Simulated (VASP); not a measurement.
Input of a VASP 6.6.1 run:

The input INCAR:

```
SYSTEM = Na
PREC     = Accurate       ! precision mode
ENCUT    = 520            ! plane-wave cutoff, eV
EDIFF    = 1E-7           ! SCF threshold, eV
ISMEAR   = -1             ! smearing method
SIGMA    = 0.05           ! smearing width, eV
LREAL    = .False.        ! projectors in reciprocal space
LASPH    = .True.         ! aspherical terms in the spheres
NELM     = 100            ! most SCF steps
ALGO     = Normal         ! electronic algorithm
ISIF     = 2              ! what is computed and relaxed
LWAVE    = .False.        ! write WAVECAR
LCHARG   = .False.        ! write CHGCAR
NBANDS   = 10             ! bands
```

Contents of KPOINTS:

```
Automatic mesh
0
Gamma
  13 13 13
  0 0 0
```

POSCAR

```
Na
1.0
   -2.0287108707      2.0287108707      2.0287108707
    2.0287108707     -2.0287108707      2.0287108707
    2.0287108707      2.0287108707     -2.0287108707
Na
1
Direct
    0.0000000000      0.0000000000      0.0000000000
```

Potentials or basis: VASP PAW LDA potentials, release 64 (Na_pv).

Run with:

```bash
$ cat potpaw_LDA.64/Na_pv/POTCAR > POTCAR
$ mpirun -np 1 vasp_std > vasp.out
```

(1) What does it give for the band gap on the k mesh?

(2) What does it give for the pressure?

## Answers

(1) zero (an odd number of electrons rules out a gap without spin polarisation).

(2) 0.0 GPa.
